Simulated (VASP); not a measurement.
# Os (P6_3/mmc) in VASP: a series of runs

Aim: see how the results for Os move with the level of theory and the settings. Levels: HSE06, LDA. Tasks: single point.

Program: VASP 6.6.1. These are calculated values, not measurements. Logs are shortened: lines on timing, memory, paths and dates and some standing lists are left out, and cuts for length are marked.

### Step 1. The cell of the first run

It takes space group P6_3/mmc (No. 194, hexagonal). The conventional cell has a = 2.734 Å, b = 2.734 Å, c = 4.320 Å, α = 90.00°, β = 90.00°, γ = 120.00°. Within 3.5 Å of Os (site symmetry -6m2) lie 12 Os at 2.68 to 2.73 Å.

### Step 2. Single point, HSE06

The input, POSCAR:

```
Os
1.0
    2.7341000000      0.0000000000      0.0000000000
   -1.3670500000      2.3678000565      0.0000000000
    0.0000000000      0.0000000000      4.3197000000
Os
2
Direct
    0.6666666667      0.3333333333      0.7500000000
    0.3333333333      0.6666666667      0.2500000000
```

The input, INCAR.step1:

```
ALGO = Normal
EDIFF = 1E-5
ENCUT = 520
GGA = PE
ISIF = 2
ISMEAR = -1
LASPH = True
LCHARG = False
LREAL = False
LWAVE = True
NBANDS = 15
NELM = 100
PREC = Accurate
SIGMA = 0.05
```

The input, INCAR.step2:

```
ALGO = Normal
EDIFF = 1E-7
ENCUT = 520
GGA = PE
HFSCREEN = 0.2079
ISIF = 2
ISMEAR = -1
ISTART = 1
LASPH = True
LCHARG = False
LHFCALC = True
LREAL = False
LWAVE = False
NBANDS = 15
NELM = 100
PREC = Accurate
PRECFOCK = Normal
SIGMA = 0.05
```

The input, KPOINTS:

```
k-points
0
Gamma
  6 6 3
```

Potentials or basis: VASP PAW PBE potentials, release 64 (Os).

Started as:

```console
cat potpaw_PBE.64/Os/POTCAR > POTCAR
cp INCAR.step1 INCAR
mpirun -np 1 vasp_std > vasp.out
cp INCAR.step2 INCAR
mpirun -np 1 vasp_std > vasp.out
```

OUTCAR:

```text
EDIFF = 1E-7
   ENCUT = 520
   GGA = PE
   HFSCREEN = 0.2079
   ISIF = 2
   ISMEAR = -1
   ISTART = 1
   LASPH = True
   LHFCALC = True
   LREAL = False
   NELM = 100
   PREC = Accurate
   PRECFOCK = Normal

 ion  position               nearest neighbor table
   1  0.667  0.333  0.750-   2 2.68   2 2.68   2 2.68   2 2.68   2 2.68   2 2.68
   2  0.333  0.667  0.250-   1 2.68   1 2.68   1 2.68   1 2.68   1 2.68   1 2.68

  LATTYP: Found a hexagonal cell.
 ALAT       =     2.7341000000
 C/A-ratio  =     1.5799348963

  Lattice vectors:

 A1 = (   2.7341000000,   0.0000000000,   0.0000000000)
 A2 = (  -1.3670500000,   2.3678000565,   0.0000000000)
 A3 = (   0.0000000000,   0.0000000000,   4.3197000000)

Analysis of symmetry for initial positions (statically):
=====================================================================
 Subroutine PRICEL returns:
 Original cell was already a primitive cell.

 Routine SETGRP: Setting up the symmetry group for a
 hexagonal supercell.

 Subroutine GETGRP returns: Found 24 space group operations
 (whereof 12 operations were pure point group operations)
 out of a pool of 24 trial point group operations.

The static configuration has the point symmetry D_3d.
 The point group associated with its full space group is D_6h.

Analysis of symmetry for dynamics (positions and initial velocities):
=====================================================================
 Subroutine PRICEL returns:
 Original cell was already a primitive cell.

 Routine SETGRP: Setting up the symmetry group for a
 hexagonal supercell.

 Subroutine GETGRP returns: Found 24 space group operations
 (whereof 12 operations were pure point group operations)
 out of a pool of 24 trial point group operations.

The dynamic configuration has the point symmetry D_3d.
 The point group associated with its full space group is D_6h.

 Subroutine INISYM returns: Found 24 space group operations
 (whereof 12 operations are pure point group operations),
 and found     1 'primitive' translations

----------------------------------------------------------------------------------------

                                     Primitive cell

  volume of cell :      27.9649

  direct lattice vectors                    reciprocal lattice vectors
[... 91 lines left out ...]
   ISMEAR =    -1;   SIGMA  =   0.05  broadening in eV -4-tet -1-fermi 0-gaus
   EFERMI_NEDOS =   21; number of points for ismear=-14 and -15
   IALGO  =     38    algorithm
   IMIX   =      1    mixing-type and parameters
     AMIX     =   0.40;   BMIX     =  1.00
     AMIX_MAG =   1.60;   BMIX_MAG =  1.00
  volume/ion in A,a.u.               =      13.98        94.36
  Fermi-wavevector in a.u.,A,eV,Ry     =   1.359076  2.568282 25.131161  1.847088
  Thomas-Fermi vector in A             =   2.485855
   LORBIT       =      0    0 simple, 1 ext, 2 COOP (PROOUT), +10 PAW based schemes
   GGA     = PE    functional components
   LHFCALC =     T    Hartree Fock is set to
   PRECFOCK=normal    Normal, Fast or Accurate (Low or Medium for compatibility)
   ENCUT4O =  -1.0   cutoff for four orbital integrals eV
   NKREDX  =     1    reduce k-point grid by
   NKREDY  =     1    reduce k-point grid by
   NKREDZ  =     1    reduce k-point grid by
   AEXX    =    0.2500 exact exchange contribution
   HFSCREEN=    0.2079 screening length (either q_TF or 0.3 A-1)
   HFSCREENC=   0.2079 screening length for correlation (either q_TF or 0.3 A-1)
   ENCUTFOCK=  -1.0 apply spherical cutoff to Coloumb kernel
   IVDW    =     0    specifies the selected vdW correction
   LEPSILON=     F    determine dielectric tensor
   LRPA    =     F    only Hartree local field effects (RPA)
 non-spin polarized calculation
  energy-cutoff  :      520.00
  volume of cell :       27.96
 maximum number of plane-waves:       761
  NGX = 16; NGY = 16; NGZ = 28

 number of electron      15.9999999 magnetization

 Free energy of the ion-electron system (eV)
  ---------------------------------------------------
  ext. energy  EPLUGINS =         0.00000000
  ---------------------------------------------------
  free energy    TOTEN  =       -25.83922562 eV

  energy without entropy =      -25.83051984  energy(sigma->0) =      -25.83487273

 E-fermi :   9.2279     XC(G=0): -11.4147

 val. band max:        9.2140220460   @ k =   0.1667   0.1667   0.0000
 cond. band min:       9.3210933250   @ k =   0.1667   0.0000   0.3333
 fundamental gap:      0.1070712789
 Fermi energy:         9.2279358044

 k-point     1 :       0.0000    0.0000    0.0000
  band No.  band energies     occupation
      1      -2.9872      2.00000
      2       0.4185      2.00000
      3       5.6187      2.00000
      4       5.6187      2.00000
      5       5.9880      2.00000
      6       6.5104      2.00000
      7       6.5104      2.00000
      8       7.2016      2.00000
      9       7.2016      2.00000
     10       8.9853      1.98452
     11      11.1792      0.00000
     12      11.1792      0.00000
     13      19.3805      0.00000
     14      24.2562      0.00000
[... 221 lines left out ...]
      2       2.6411      2.00000
      3       2.6944      2.00000
      4       3.9019      2.00000
      5       5.1769      2.00000
      6       5.1769      2.00000
      7       7.2768      2.00000
      8       8.6509      1.99998
      9      11.2281      0.00000
     10      11.2281      0.00000
     11      17.0146      0.00000
     12      17.0146      0.00000
     13      19.9136      0.00000
     14      21.3938      0.00000
     15      21.3938      0.00000

------------------------ aborting loop because EDIFF is reached ----------------------------------------

  FORCE on cell =-STRESS in cart. coord.  units (eV):
  Direction    XX          YY          ZZ          XY          YZ          ZX
  --------------------------------------------------------------------------------------
  -------------------------------------------------------------------------------------
  Total       -0.3410996     -0.3410996     -1.1668294     -0.0000000      0.0000000      0.0000000
  in kB      -19.5424407    -19.5424407    -66.8505405     -0.0000000      0.0000000      0.0000000
  external PRESSURE =     -35.3118073 kB  Pullay stress =       0.0000000 kB

 VOLUME and BASIS-vectors are now :
 -----------------------------------------------------------------------------
  energy-cutoff  :      520.00
  volume of cell :       27.96
      direct lattice vectors                 reciprocal lattice vectors
     2.734100000  0.000000000  0.000000000     0.365751070  0.211166479  0.000000000
    -1.367050000  2.367800057  0.000000000     0.000000000  0.422332957  0.000000000
     0.000000000  0.000000000  4.319700000     0.000000000  0.000000000  0.231497558

 POSITION                                       TOTAL-FORCE (eV/Angst)
 -----------------------------------------------------------------------------------
      1.36705      0.78927      3.23977         0.000000      0.000000      0.000000
     -0.00000      1.57853      1.07993        -0.000000     -0.000000      0.000000
 -----------------------------------------------------------------------------------
    total drift:                               -0.000000      0.000002      0.000002

  FREE ENERGIE OF THE ION-ELECTRON SYSTEM (eV)
  ---------------------------------------------------
  free  energy   TOTEN  =       -25.8392256203 eV

  energy  without entropy=      -25.8305198444  energy(sigma->0) =      -25.83487273
```

OSZICAR.step1:

```text
N       E                     dE             d eps       ncg     rms          rms(c)
DAV:   1     0.105078964792E+03    0.10508E+03   -0.74777E+03   420   0.102E+03
DAV:   2    -0.186268139463E+02   -0.12371E+03   -0.10441E+03   427   0.320E+02
DAV:   3    -0.236627319378E+02   -0.50359E+01   -0.48707E+01   553   0.598E+01
DAV:   4    -0.237008982903E+02   -0.38166E-01   -0.38154E-01   469   0.525E+00
DAV:   5    -0.237010979190E+02   -0.19963E-03   -0.19962E-03   567   0.361E-01    0.235E+01
DAV:   6    -0.226497828694E+02    0.10513E+01   -0.85964E-01   525   0.791E+00    0.108E+01
DAV:   7    -0.223621815920E+02    0.28760E+00   -0.51728E-01   532   0.598E+00    0.859E-01
DAV:   8    -0.223545611691E+02    0.76204E-02   -0.59172E-03   420   0.579E-01    0.135E-01
DAV:   9    -0.223542059027E+02    0.35527E-03   -0.11648E-03   539   0.364E-01    0.420E-02
DAV:  10    -0.223541860731E+02    0.19830E-04   -0.22707E-05   461   0.354E-02    0.421E-02
DAV:  11    -0.223541565099E+02    0.29563E-04   -0.49432E-06   280   0.230E-02    0.337E-03
DAV:  12    -0.223541559993E+02    0.51061E-06   -0.35787E-07   217   0.440E-03
   1 F= -.22354156E+02 E0= -.22348177E+02  d E =-.119580E-01
```

It took 21 min on 1 thread of Intel Xeon Platinum 8259CL at 2.50GHz (Skylake/Cascade Lake), shared host; peak memory 0.26 GiB.

Results:

| Item | Value |
| --- | --- |
| Free energy | -25.8392 eV |
| Pressure | -3.5 GPa |
| Band gap on the k mesh | zero (bands 8 and 9 overlap by 4.43 eV) |

Caveat: the k points lie up to 0.48 Å⁻¹ apart, too coarse for converged energies and pressures of a metal; the PAW data sets were made with another functional, which shifts forces and pressure a little; spin-orbit coupling is left out, which moves the levels of the heavy elements.

### Step 3. Single point, LDA

This run uses another cell than the first one, of 13.70 Å³/atom.

The input, INCAR:

```
SYSTEM = Os
  PREC = Accurate
  ENCUT = 560
  EDIFF = 1E-6
  ISMEAR = -1
  SIGMA = 0.05
  LREAL = .False.
  LASPH = .True.
  NELM = 120
  ALGO = Normal
  ISIF = 2
  LWAVE = .False.
  LCHARG = .False.
  NBANDS = 23
  GGA_COMPAT = .False.
```

The input, KPOINTS:

```
Automatic mesh
0
Gamma
  11 11 6
  0 0 0
```

The input, POSCAR:

```
Os
1.0
    2.7157497827      0.0000000000      0.0000000000
   -1.3578748913      2.3519083021      0.0000000000
    0.0000000000      0.0000000000      4.2907078513
Os
2
Direct
    0.6666666667      0.3333333333      0.7500000000
    0.3333333333      0.6666666667      0.2500000000
```

Potentials or basis: VASP PAW LDA potentials, release 64 (Os_sv_GW).

Started as:

```console
cat potpaw_LDA.64/Os_sv_GW/POTCAR > POTCAR
mpirun -np 1 vasp_std > vasp.out
```

Run time: 25 s. Hardware: 1 thread of Intel Xeon Platinum 8259CL at 2.50GHz (Skylake/Cascade Lake), shared host; peak memory 0.17 GiB.

The run converged. Its results:

```
Free energy            : -27.6112 eV
Pressure               : 0.4 GPa
Band gap on the k mesh : zero (bands 16 and 17 overlap by 4.03 eV)
```

Stress tensor (GPa, compression positive):
```
0.33 0.00 0.00
0.00 0.33 0.00
0.00 0.00 0.67
```

Levels at points of the mesh, in eV from the Fermi level:
| k point | band 13 | band 14 | band 15 | band 16 | band 17 | band 18 | band 19 | band 20 |
| --- | --- | --- | --- | --- | --- | --- | --- | --- |
| (0.00, 0.00, 0.00) | -2.85 | -2.24 | -2.24 | -1.56 | -1.56 | 0.19 | 1.79 | 1.79 |
| (0.00, 0.00, 0.50) | -3.31 | -3.31 | -3.31 | -3.31 | 0.99 | 0.99 | 0.99 | 0.99 |

Caveat: spin-orbit coupling is left out, which moves the levels of the heavy elements.

The gap in the log of VASP goes by the Fermi energy; the results here count the filled bands.